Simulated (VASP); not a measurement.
# Al (Fm-3m) in VASP: a series of runs

Runs on Al. Level: PBE+D3(BJ). Tasks: single point, relaxation of cell and atoms.

All numbers are computed with VASP 6.6.1; they aren't measurements. Logs are shortened: lines on timing, memory, paths and dates and some standing lists are left out, and cuts for length are marked.

### Step 1. The cell of the first run

Symmetry: Fm-3m, No. 225, cubic system. Conventional cell: a = 3.984 Å, b = 3.984 Å, c = 3.984 Å, α = 90.00°, β = 90.00°, γ = 90.00°. Al (site symmetry m-3m) has 12 Al at 2.82 Å within 3.7 Å.

### Step 2. Single point, PBE+D3(BJ)

The input, INCAR:

```
ALGO = Normal
EDIFF = 1E-6
ENCUT = 520
GGA = PE
ISIF = 2
ISMEAR = -1
IVDW = 12
LASPH = True
LCHARG = True
LELF = True
LREAL = False
LVHAR = True
LWAVE = False
NBANDS = 8
NELM = 100
PREC = Accurate
SIGMA = 0.15
```

The input, KPOINTS:

```
k-points
0
Gamma
  20 20 20
```

The input, POSCAR:

```
Al
1.0
    0.0000000000      1.9920664043      1.9920664043
    1.9920664043      0.0000000000      1.9920664043
    1.9920664043      1.9920664043      0.0000000000
Al
1
Direct
    0.0000000000      0.0000000000      0.0000000000
```

Potentials or basis: VASP PAW PBE potentials, release 64 (Al).

Launch:

```console
$ cat potpaw_PBE.64/Al/POTCAR > POTCAR
$ mpirun -np 1 vasp_std > vasp.out
```

OUTCAR:

```text
EDIFF = 1E-6
   ENCUT = 520
   GGA = PE
   ISIF = 2
   ISMEAR = -1
   IVDW = 12
   LASPH = True
   LREAL = False
   NELM = 100
   PREC = Accurate
 IVDW          = 12

 ion  position               nearest neighbor table
   1  0.000  0.000  0.000-

  LATTYP: Found a face centered cubic cell.
 ALAT       =     3.9841328086

  Lattice vectors:

 A1 = (   0.0000000000,   1.9920664043,   1.9920664043)
 A2 = (   1.9920664043,   0.0000000000,   1.9920664043)
 A3 = (   1.9920664043,   1.9920664043,   0.0000000000)

Analysis of symmetry for initial positions (statically):
=====================================================================
 Subroutine PRICEL returns:
 Original cell was already a primitive cell.

 Routine SETGRP: Setting up the symmetry group for a
 face centered cubic supercell.

 Subroutine GETGRP returns: Found 48 space group operations
 (whereof 48 operations were pure point group operations)
 out of a pool of 48 trial point group operations.

The static configuration has the point symmetry O_h .

Analysis of symmetry for dynamics (positions and initial velocities):
=====================================================================
 Subroutine PRICEL returns:
 Original cell was already a primitive cell.

 Routine SETGRP: Setting up the symmetry group for a
 face centered cubic supercell.

 Subroutine GETGRP returns: Found 48 space group operations
 (whereof 48 operations were pure point group operations)
 out of a pool of 48 trial point group operations.

The dynamic configuration has the point symmetry O_h .

 Subroutine INISYM returns: Found 48 space group operations
 (whereof 48 operations are pure point group operations),
 and found     1 'primitive' translations

----------------------------------------------------------------------------------------

                                     Primitive cell

  volume of cell :      15.8103

  direct lattice vectors                    reciprocal lattice vectors
     0.000000000  1.992066404  1.992066404    -0.250995649  0.250995649  0.250995649
     1.992066404  0.000000000  1.992066404     0.250995649 -0.250995649  0.250995649
     1.992066404  1.992066404  0.000000000     0.250995649  0.250995649 -0.250995649

  length of vectors
     2.817207326  2.817207326  2.817207326     0.434737217  0.434737217  0.434737217

  position of ions in fractional coordinates (direct lattice)
     0.000000000  0.000000000  0.000000000

  ion indices of the primitive-cell ions
   primitive index   ion index
[... 76 lines left out ...]
   NSW    =      0    number of steps for IOM
   IBRION =     -1    ionic relax: 0-MD 1-quasi-New 2-CG
   NFREE  =      0    steps in history (QN), initial steepest desc. (CG)
   ISIF   =      2    stress and relaxation
   ISYM   =      2    0-nonsym 1-usesym 2-fastsym
   POTIM  = 0.5000    time-step for ionic-motion
   TEBEG  =    0.0;   TEEND  =   0.0 temperature during run
   PSTRESS=    0.0 pullay stress
   NELECT =       3.0000    total number of electrons
   NUPDOWN=      -1.0000    fix difference up-down
   EMIN   =  10.00;   EMAX   =-10.00  energy-range for DOS
   EFERMI =   0.00;   METHOD = LEGACY
   ISMEAR =    -1;   SIGMA  =   0.15  broadening in eV -4-tet -1-fermi 0-gaus
   EFERMI_NEDOS =   21; number of points for ismear=-14 and -15
   IALGO  =     38    algorithm
   IMIX   =      4    mixing-type and parameters
     AMIX     =   0.40;   BMIX     =  1.00
     AMIX_MAG =   1.60;   BMIX_MAG =  1.00
  volume/ion in A,a.u.               =      15.81       106.69
  Fermi-wavevector in a.u.,A,eV,Ry     =   0.940737  1.777735 12.040960  0.884986
  Thomas-Fermi vector in A             =   2.068178
   LORBIT       =      0    0 simple, 1 ext, 2 COOP (PROOUT), +10 PAW based schemes
   GGA     = PE    functional components
   LHFCALC =     F    Hartree Fock is set to
   AEXX    =    0.0000 exact exchange contribution
   IVDW    =    12    specifies the selected vdW correction
   LEPSILON=     F    determine dielectric tensor
   LRPA    =     F    only Hartree local field effects (RPA)
 non-spin polarized calculation
  energy-cutoff  :      520.00
  volume of cell :       15.81
 maximum number of plane-waves:       444
 NGX is ok and might be reduce to    24
   NGX = 11   NGY = 11   NGZ = 11

 number of electron       3.0000000 magnetization

 Free energy of the ion-electron system (eV)
  ---------------------------------------------------
  ext. energy  EPLUGINS =         0.00000000
  ---------------------------------------------------
  free energy    TOTEN  =        -3.75313334 eV

  energy without entropy =       -3.72397665  energy(sigma->0) =       -3.73855500

 E-fermi :   8.4738     XC(G=0): -10.3521

 val. band max:        8.4584867292   @ k =  -0.4500   0.4500   0.1000
 cond. band min:       8.4909801272   @ k =  -0.3000   0.5000   0.2000
 fundamental gap:      0.0324933981
 Fermi energy:         8.4737653896

 k-point     1 :       0.0000    0.0000    0.0000
  band No.  band energies     occupation
      1      -2.9801      2.00000
      2      21.3115      0.00000
      3      21.3115      0.00000
      4      21.3115      0.00000
      5      23.1328      0.00000
      6      23.1328      0.00000
      7      23.1328      0.00000
      8      25.2312      0.00000
[... 243 lines left out ...]
 k-point    24 :      -0.3500    0.0500    0.0000
  band No.  band energies     occupation
      1       0.7904      2.00000
      2       7.8954      1.95857
      3      18.0437      0.00000
      4      20.6401      0.00000
      5      20.7363      0.00000
      6      22.1063      0.00000
      7      23.8076      0.00000
      8      26.4514      0.00000

 [... further k-points ...]

------------------------ aborting loop because EDIFF is reached ----------------------------------------

 Edisp (eV)   -0.35160

 E8    (eV) :    -0.1573

  FORCE on cell =-STRESS in cart. coord.  units (eV):
  Direction    XX          YY          ZZ          XY          YZ          ZX
  --------------------------------------------------------------------------------------
  -------------------------------------------------------------------------------------
  Total      -0.00400    -0.00400    -0.00400    -0.00000     0.00000    -0.00000
  in kB      -0.40577    -0.40577    -0.40577    -0.00000     0.00000    -0.00000
  external pressure =       -0.41 kB  Pullay stress =        0.00 kB

 VOLUME and BASIS-vectors are now :
 -----------------------------------------------------------------------------
  energy-cutoff  :      520.00
  volume of cell :       15.81
      direct lattice vectors                 reciprocal lattice vectors
     0.000000000  1.992066404  1.992066404    -0.250995649  0.250995649  0.250995649
     1.992066404  0.000000000  1.992066404     0.250995649 -0.250995649  0.250995649
     1.992066404  1.992066404  0.000000000     0.250995649  0.250995649 -0.250995649

 POSITION                                       TOTAL-FORCE (eV/Angst)
 -----------------------------------------------------------------------------------
      0.00000      0.00000      0.00000         0.000000     -0.000000     -0.000000
 -----------------------------------------------------------------------------------
    total drift:                                0.000000     -0.000000      0.000000

  FREE ENERGIE OF THE ION-ELECTRON SYSTEM (eV)
  ---------------------------------------------------
  free  energy   TOTEN  =        -4.1047336877 eV

  energy  without entropy=       -4.0755769982  energy(sigma->0) =       -4.09015534
```

stdout:

```text
POSCAR found type information on POSCAR Al
 POSCAR found :  1 types and       1 ions
 scaLAPACK will be used
 LDA part: xc-table for (Slater+PW92), standard interpolation
 POSCAR, INCAR and KPOINTS ok, starting setup
 FFT: planning ... GRIDC
 FFT: planning ... GRID_SOFT
 FFT: planning ... GRID
 WAVECAR not read
 entering main loop
```

Wall time 8.8 s (1 thread of Intel Xeon 6975P-C (Granite Rapids), shared host); peak memory 0.15 GiB.

Results:

| Quantity | Value |
| --- | --- |
| Free energy | -4.1047 eV |
| Pressure | 0.0 GPa |
| Band gap on the k mesh | zero (an odd number of electrons rules out a gap without spin polarisation) |
| Dispersion energy per atom | -0.352 eV |

### Step 3. Relaxation of cell and atoms, PBE+D3(BJ)

The input, INCAR:

```
PREC = Accurate ; ENCUT = 600
EDIFF = 1E-6 ; ISMEAR = -1
SIGMA = 0.15 ; LREAL = F
LASPH = T ; NELM = 80
ALGO = Normal ; ISIF = 3
LWAVE = F ; LCHARG = F
GGA = PE ; IVDW = 12
IBRION = 2 ; NSW = 80
EDIFFG = -0.001
```

The input, KPOINTS:

```
Automatic mesh
0
Gamma
  20 20 20
```

The input, POSCAR:

```
Al
1.0
    0.0000000000      1.9913663548      1.9913663548
    1.9913663548      0.0000000000      1.9913663548
    1.9913663548      1.9913663548      0.0000000000
Al
1
Direct
    0.0000000000      0.0000000000      0.0000000000
```

Potentials or basis: VASP PAW PBE potentials, release 64 (Al).

Launch:

```console
$ cat potpaw_PBE.64/Al/POTCAR > POTCAR
$ mpirun -np 1 vasp_std > vasp.out
```

It took 6.4 s on 1 thread of Intel Xeon 6975P-C (Granite Rapids), shared host; peak memory 0.16 GiB.

Results (log left out):

* Free energy: -4.1048 eV
* Relaxed volume: 15.81 Å³/atom
* Relaxed cell: a = 2.817 Å, b = 2.817 Å, c = 2.817 Å, α = 60.00°, β = 60.00°, γ = 60.00°
* Space group after relaxing (to 0.1 Å): Fm-3m (No. 225)
* Energy gained by relaxing: 0.0 meV/atom
* Ionic steps: 2
* Pressure after relaxing: 0.0 GPa
* Band gap on the k mesh: zero (an odd number of electrons rules out a gap without spin polarisation)
* Dispersion energy per atom: -0.352 eV

Final structure:
```
Al
1.0
     0.00000    1.99187    1.99187
     1.99187    0.00000    1.99187
     1.99187    1.99187    0.00000
Al
1
Direct
  0.00000 0.00000 0.00000
```

Levels at points of the mesh, in eV from the Fermi level:
```csv
k point,band 1,band 2,band 3,band 4,band 5
"(0.00, 0.00, 0.00)",-11.46,12.84,12.84,12.84,14.66
"(0.50, 0.00, 0.00)",-4.79,-4.46,11.64,11.64,11.86
"(0.50, 0.50, 0.00)",-3.05,-1.63,5.25,5.78,5.78
```
